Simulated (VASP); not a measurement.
# ZnS (Cmc2_1) in VASP: single point with PBE

Aim: the single point of ZnS with PBE.

All numbers are computed with VASP 6.6.1; they aren't measurements. Logs are shortened: lines on timing, memory, paths and dates and some standing lists are left out, and cuts for length are marked.

## (1) The cell of the first run

The structure is orthorhombic, space group Cmc2_1 (No. 36). Conventional cell: a = 3.847 Å, b = 6.663 Å, c = 12.590 Å, α = 90.00°, β = 90.00°, γ = 90.00°. Within 3.1 Å of Zn (site symmetry m) lie 4 S at 2.35 to 2.36 Å. Zn (site symmetry m) has 4 S at 2.35 to 2.36 Å within 3.1 Å. S (site symmetry m) has 4 Zn at 2.35 to 2.36 Å within 3.1 Å. Within 3.1 Å of S (site symmetry m) lie 4 Zn at 2.35 to 2.36 Å.

## (2) Single point, PBE

INCAR reads:

```
SYSTEM = ZnS
  ALGO = Normal
  EDIFF = 1E-6
  ENCUT = 500
  GGA = PE
  GGA_COMPAT = .FALSE.
  ISIF = 2
  ISMEAR = 0
  LASPH = .TRUE.
  LCHARG = .TRUE.
  LELF = .TRUE.
  LREAL = .FALSE.
  LVHAR = .TRUE.
  LWAVE = .FALSE.
  NBANDS = 46
  NELM = 120
  PREC = Accurate
  SIGMA = 0.05
```

KPOINTS reads:

```
k-points
0
G
  12 12 2
  0 0 0
```

POSCAR reads:

```
ZnS
1.0
    3.8467234434      0.0000000000      0.0000000000
   -1.9233617217      3.3313602233      0.0000000000
    0.0000000000      0.0000000000     12.5902250239
Zn S
4 4
Direct
    0.0026470731      0.0052941462      0.0000503469
   -0.0026470731     -0.0052941462      0.5000503469
    0.3408377755      0.6816755509      0.2500245137
    0.6591622245      0.3183244491      0.7500245137
    0.0067660480      0.0135320960      0.1872896978
   -0.0067660480     -0.0135320960      0.6872896978
    0.3313621695      0.6627243391      0.4376354415
    0.6686378305      0.3372756609      0.9376354415
```

Potentials or basis: VASP PAW PBE potentials, release 64 (Zn, S).

Command:

```
$ cat potpaw_PBE.64/Zn/POTCAR potpaw_PBE.64/S/POTCAR > POTCAR
$ mpirun -np 1 vasp_std > vasp.out
```

OUTCAR:

```text
SYSTEM = ZnS
   EDIFF = 1E-6
   ENCUT = 500
   GGA = PE
   ISIF = 2
   ISMEAR = 0
   LASPH = .TRUE.
   LREAL = .FALSE.
   NELM = 120
   PREC = Accurate

 ion  position               nearest neighbor table
   1  0.003  0.005  0.000-   8 2.35   8 2.35   5 2.36   8 2.36
   2  0.997  0.995  0.500-   7 2.35   7 2.35   6 2.36   7 2.36
   3  0.341  0.682  0.250-   5 2.35   5 2.35   5 2.36   7 2.36
   4  0.659  0.318  0.750-   6 2.35   6 2.35   6 2.36   8 2.36
   5  0.007  0.014  0.187-   3 2.35   3 2.35   1 2.36   3 2.36
   6  0.993  0.986  0.687-   4 2.35   4 2.35   2 2.36   4 2.36
   7  0.331  0.663  0.438-   2 2.35   2 2.35   2 2.36   3 2.36
   8  0.669  0.337  0.938-   1 2.35   1 2.35   1 2.36   4 2.36

  LATTYP: Found a hexagonal cell.
 ALAT       =     3.8467234434
 C/A-ratio  =     3.2729737942

  Lattice vectors:

 A1 = (   3.8467234434,   0.0000000000,   0.0000000000)
 A2 = (  -1.9233617217,   3.3313602233,   0.0000000000)
 A3 = (   0.0000000000,   0.0000000000,  12.5902250239)

Analysis of symmetry for initial positions (statically):
=====================================================================
 Subroutine PRICEL returns:
 Original cell was already a primitive cell.

 Routine SETGRP: Setting up the symmetry group for a
 hexagonal supercell.

 Subroutine GETGRP returns: Found  4 space group operations
 (whereof  2 operations were pure point group operations)
 out of a pool of 24 trial point group operations.

The static configuration has the point symmetry C_1h.
 The point group associated with its full space group is C_2v.

Analysis of symmetry for dynamics (positions and initial velocities):
=====================================================================
 Subroutine PRICEL returns:
 Original cell was already a primitive cell.

 Routine SETGRP: Setting up the symmetry group for a
 hexagonal supercell.

 Subroutine GETGRP returns: Found  4 space group operations
 (whereof  2 operations were pure point group operations)
 out of a pool of 24 trial point group operations.

The dynamic configuration has the point symmetry C_1h.
 The point group associated with its full space group is C_2v.

 Subroutine INISYM returns: Found  4 space group operations
 (whereof  2 operations are pure point group operations),
 and found     1 'primitive' translations

[... 111 lines left out ...]
   NFREE  =      0    steps in history (QN), initial steepest desc. (CG)
   ISIF   =      2    stress and relaxation
   ISYM   =      2    0-nonsym 1-usesym 2-fastsym
   POTIM  = 0.5000    time-step for ionic-motion
   TEBEG  =    0.0;   TEEND  =   0.0 temperature during run
   PSTRESS=    0.0 pullay stress
   NELECT =      72.0000    total number of electrons
   NUPDOWN=      -1.0000    fix difference up-down
   EMIN   =  10.00;   EMAX   =-10.00  energy-range for DOS
   EFERMI =   0.00;   METHOD = LEGACY
   ISMEAR =     0;   SIGMA  =   0.05  broadening in eV -4-tet -1-fermi 0-gaus
   EFERMI_NEDOS =   21; number of points for ismear=-14 and -15
   IALGO  =     38    algorithm
   IMIX   =      4    mixing-type and parameters
     AMIX     =   0.40;   BMIX     =  1.00
     AMIX_MAG =   1.60;   BMIX_MAG =  1.00
  volume/ion in A,a.u.               =      20.17       136.10
  Fermi-wavevector in a.u.,A,eV,Ry     =   1.251037  2.364118 21.294406  1.565095
  Thomas-Fermi vector in A             =   2.385004
   LORBIT       =      0    0 simple, 1 ext, 2 COOP (PROOUT), +10 PAW based schemes
   GGA     = PE    functional components
   LHFCALC =     F    Hartree Fock is set to
   AEXX    =    0.0000 exact exchange contribution
   IVDW    =     0    specifies the selected vdW correction
   LEPSILON=     F    determine dielectric tensor
   LRPA    =     F    only Hartree local field effects (RPA)
 non-spin polarized calculation
 Gauss-broadening in eV      SIGMA  =   0.05
  energy-cutoff  :      500.00
  volume of cell :      161.34
 maximum number of plane-waves:      4129
   NGX = 13   NGY = 13   NGZ = 45

 number of electron      71.9999995 magnetization

 Free energy of the ion-electron system (eV)
  ---------------------------------------------------
  ext. energy  EPLUGINS =         0.00000000
  ---------------------------------------------------
  free energy    TOTEN  =       -27.39567914 eV

  energy without entropy =      -27.39567914  energy(sigma->0) =      -27.39567914

 E-fermi :   2.1644     XC(G=0):  -9.5237

 val. band max:        1.9157679550   @ k =   0.0000   0.0000   0.0000
 cond. band min:       3.9629654753   @ k =   0.0000   0.0000   0.0000
 fundamental gap:      2.0471975203
 Fermi energy:         2.1644255906

 k-point     1 :       0.0000    0.0000    0.0000
  band No.  band energies     occupation
      1     -11.0889      2.00000
      2     -10.6876      2.00000
      3     -10.6774      2.00000
      4     -10.2003      2.00000
      5      -4.3438      2.00000
      6      -4.3423      2.00000
[... 1165 lines left out ...]
     45       8.9077      0.00000
     46       9.4168      0.00000

 [... further k-points ...]

------------------------ aborting loop because EDIFF is reached ----------------------------------------

  FORCE on cell =-STRESS in cart. coord.  units (eV):
  Direction    XX          YY          ZZ          XY          YZ          ZX
  --------------------------------------------------------------------------------------
  -------------------------------------------------------------------------------------
  Total        0.1682904      0.1385503      0.1305580      0.0000000      0.0000000      0.0000000
  in kB        1.6711820      1.3758533      1.2964868      0.0000000      0.0000000      0.0000000
  external PRESSURE =       1.4478407 kB  Pullay stress =       0.0000000 kB

 VOLUME and BASIS-vectors are now :
 -----------------------------------------------------------------------------
  energy-cutoff  :      500.00
  volume of cell :      161.34
      direct lattice vectors                 reciprocal lattice vectors
     3.846723443  0.000000000  0.000000000     0.259961501  0.150088843  0.000000000
    -1.923361722  3.331360223  0.000000000     0.000000000  0.300177685  0.000000000
     0.000000000  0.000000000 12.590225024     0.000000000  0.000000000  0.079426698

 POSITION                                       TOTAL-FORCE (eV/Angst)
 -----------------------------------------------------------------------------------
      0.00000      0.01764      0.00063         0.000000     -0.012413      0.004469
      1.92336      3.31372      6.29575         0.000000      0.012413      0.004469
      0.00000      2.27091      3.14786        -0.000000     -0.036516      0.005164
      1.92336      1.06045      9.44298         0.000000      0.036516      0.005164
      0.00000      0.04508      2.35802         0.000000     -0.016485     -0.003723
      1.92336      3.28628      8.65313        -0.000000      0.016485     -0.003723
     -0.00000      2.20777      5.50993         0.000000      0.005449     -0.005910
      1.92336      1.12359     11.80504         0.000000     -0.005449     -0.005910
 -----------------------------------------------------------------------------------
    total drift:                                0.000000     -0.000001     -0.000001

  FREE ENERGIE OF THE ION-ELECTRON SYSTEM (eV)
  ---------------------------------------------------
  free  energy   TOTEN  =       -27.3956791396 eV

  energy  without entropy=      -27.3956791396  energy(sigma->0) =      -27.39567914
```

OSZICAR:

```text
N       E                     dE             d eps       ncg     rms          rms(c)
DAV:   1     0.583693609995E+03    0.58369E+03   -0.32552E+04  7912   0.183E+03
DAV:   2     0.503463160229E+02   -0.53335E+03   -0.51265E+03  7912   0.426E+02
DAV:   3    -0.254444800011E+02   -0.75791E+02   -0.74717E+02  8790   0.149E+02
DAV:   4    -0.290477042684E+02   -0.36032E+01   -0.35885E+01  9710   0.328E+01
DAV:   5    -0.291031796438E+02   -0.55475E-01   -0.55450E-01  9390   0.413E+00    0.133E+01
DAV:   6    -0.273584869380E+02    0.17447E+01   -0.35885E+00 12196   0.410E+01    0.103E+01
DAV:   7    -0.274614088072E+02   -0.10292E+00   -0.43429E+00  8890   0.817E+00    0.400E+00
DAV:   8    -0.273950973720E+02    0.66311E-01   -0.27778E-01 10008   0.460E+00    0.119E+00
DAV:   9    -0.273949227097E+02    0.17466E-03   -0.68867E-02 10252   0.262E+00    0.380E-01
DAV:  10    -0.273951580738E+02   -0.23536E-03   -0.34030E-03  9354   0.714E-01    0.201E-01
DAV:  11    -0.273956309161E+02   -0.47284E-03   -0.83457E-04 10108   0.311E-01    0.976E-02
DAV:  12    -0.273956702228E+02   -0.39307E-04   -0.14291E-04  9484   0.281E-01    0.169E-02
DAV:  13    -0.273956735893E+02   -0.33665E-05   -0.24068E-05  9320   0.517E-02    0.144E-02
DAV:  14    -0.273956793502E+02   -0.57609E-05   -0.10964E-05  8704   0.282E-02    0.540E-03
DAV:  15    -0.273956791396E+02    0.21066E-06   -0.18541E-06  6492   0.329E-02
   1 F= -.27395679E+02 E0= -.27395679E+02  d E =-.206424E-14
```

stdout:

```text
POSCAR found type information on POSCAR ZnS
 POSCAR found :  2 types and       8 ions
 scaLAPACK will be used
 LDA part: xc-table for (Slater+PW92), standard interpolation
 POSCAR, INCAR and KPOINTS ok, starting setup
 FFT: planning ... GRIDC
 FFT: planning ... GRID_SOFT
 FFT: planning ... GRID
 WAVECAR not read
 entering main loop
```

It took 17 min on 1 thread of Intel Xeon 8259CL, shared host; peak memory 0.53 GiB.

What came out:

| Item | Value |
| --- | --- |
| Free energy | -27.3957 eV |
| Pressure | 0.1 GPa |
| Largest force | 0.037 eV/Å |
| Band gap on the k mesh | 2.05 eV |

Forces on the atoms (eV/Å):
```
Zn   0.000 -0.012  0.004
Zn   0.000  0.012  0.004
Zn   0.000 -0.037  0.005
Zn   0.000  0.037  0.005
S    0.000 -0.016 -0.004
S    0.000  0.016 -0.004
S    0.000  0.005 -0.006
S    0.000 -0.005 -0.006
```
